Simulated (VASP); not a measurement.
Input of a VASP 6.6.1 run:

INCAR

```
PREC     = Accurate       # precision mode
ENCUT    = 520            # plane-wave cutoff, eV
EDIFF    = 1E-6           # SCF threshold, eV
ISMEAR   = -1             # smearing method
SIGMA    = 0.0257         # smearing width, eV
LREAL    = False          # projectors in reciprocal space
LASPH    = True           # aspherical terms in the spheres
NELM     = 60             # most SCF steps
ALGO     = Normal         # electronic algorithm
ISIF     = 2              # what is computed and relaxed
LWAVE    = False          # write WAVECAR
LCHARG   = True           # write CHGCAR
GGA      = PE             # functional
LELF     = True           # ELF
LVHAR    = True         
NBANDS   = 31             # bands
```

Contents of KPOINTS:

```
regular mesh
0
Gamma
  7 7 5
```

The input POSCAR:

```
BaPCl
1.0
    4.6076440000      0.0000000000      0.0000000000
    0.0000000000      4.6076440000      0.0000000000
    0.0000000000      0.0000000000      7.6054750000
Ba P Cl
2 2 2
Direct
    0.2500000000      0.2500000000      0.1911000000
    0.7500000000      0.7500000000      0.8089000000
    0.2500000000      0.2500000000      0.6497000000
    0.7500000000      0.7500000000      0.3503000000
    0.7500000000      0.2500000000      0.0000000000
    0.2500000000      0.7500000000      0.0000000000
```

Potentials or basis: VASP PAW PBE potentials, release 64 (Ba_sv, P, Cl).

Launch:

```console
$ cat potpaw_PBE.64/Ba_sv/POTCAR potpaw_PBE.64/P/POTCAR potpaw_PBE.64/Cl/POTCAR > POTCAR
$ mpirun -np 1 vasp_std > vasp.out
```

Task: What does it give for the pressure?

Result: 13.5 GPa.

Task: Predict the band gap on the k mesh.

Result: Zero (bands 22 and 23 overlap by 0.75 eV).

Task: Predict the largest force.

Result: 4.351 eV/Å.

Stress tensor (GPa, compression positive):
```
14.67  0.00  0.00
 0.00 14.67  0.00
 0.00  0.00 11.27
```

Caveat: the cell stands under pressure; spin-orbit coupling is left out, which moves the levels of the heavy elements; forces of over 1 eV/Å act on the atoms, so gaps and moduli don't describe the material at rest.
